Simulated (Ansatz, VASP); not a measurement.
## Two plane-wave programs on ZnS

The input INCAR:

```
SYSTEM = ZnS
PREC     = Accurate       ! precision mode
ENCUT    = 520            ! plane-wave cutoff, eV
EDIFF    = 1E-6           ! SCF threshold, eV
ISMEAR   = 0              ! smearing method
SIGMA    = 0.01           ! smearing width, eV
LREAL    = .FALSE.        ! projectors in reciprocal space
LASPH    = .TRUE.         ! aspherical terms in the spheres
NELM     = 100            ! most SCF steps
ALGO     = Normal         ! electronic algorithm
ISIF     = 2              ! what is computed and relaxed
LWAVE    = .FALSE.        ! write WAVECAR
LCHARG   = .FALSE.        ! write CHGCAR
GGA      = B5             ! functional
ALDAX    = 1.0          
AGGAX    = 1.0          
AGGAC    = 1.0          
ALDAC    = 0.0          
NBANDS   = 26             ! bands
```

KPOINTS

```
regular mesh
0
G
  6 6 4
  0 0 0
```

File POSCAR:

```
ZnS
1.0
    3.8110000000      0.0000000000      0.0000000000
   -1.9055000000      3.3004230000      0.0000000000
    0.0000000000      0.0000000000      6.2340000000
Zn S
2 2
Direct
    0.3333333333      0.6666666667      0.0000000000
    0.6666666667      0.3333333333      0.5000000000
    0.3333333333      0.6666666667      0.3850000000
    0.6666666667      0.3333333333      0.8850000000
```

Input for Ansatz:

```yaml
crystal:
  lattice:
    - [3.811, 0.0, 0.0]
    - [-1.9055, 3.300423, 0.0]
    - [0.0, 0.0, 6.234]
  atoms:
    - { symbol: Zn, position: [0.3333333333333333, 0.6666666666666666, 0.0] }
    - { symbol: Zn, position: [0.6666666666666666, 0.3333333333333333, 0.5] }
    - { symbol: S, position: [0.3333333333333333, 0.6666666666666666, 0.385] }
    - { symbol: S, position: [0.6666666666666666, 0.3333333333333333, 0.885] }
kpoints:
  mp_grid:
    grid: [6, 6, 4]
hamiltonian:
  xc: blyp
scf:
  convergence:
    dr2_threshold: 1.0e-10
  occupations:
    method: fixed
output:
  stress: true
  eigenvalues: true
```

Alike in both runs: task single point; functional BLYP; k mesh 6 × 6 × 4; no spin polarisation.

|  | VASP | Ansatz |
| --- | --- | --- |
| version | VASP 6.6.1 | Ansatz 0.2.0 |
| potentials or method | VASP PAW PBE potentials, release 64 (Zn, S) | plane waves, PAW |
| plane-wave cutoff (eV) | 520 | 420 |
| occupations | gaussian, width 0.01 eV | fixed |
| valence electrons in the cell | 36 | 36 |

|  | VASP | Ansatz | Ansatz less VASP |
| --- | --- | --- | --- |
| gap on the k mesh at the Fermi level (eV) | 2.26 | 2.22 | -0.034 |
| pressure (GPa) | 6.4 | 6.2 | -0.14 |
| traceless stress, the component that is largest in VASP (GPa) | -1.38 | -1.35 | +0.023 |

VASP's potentials were made for PBE, not for BLYP.
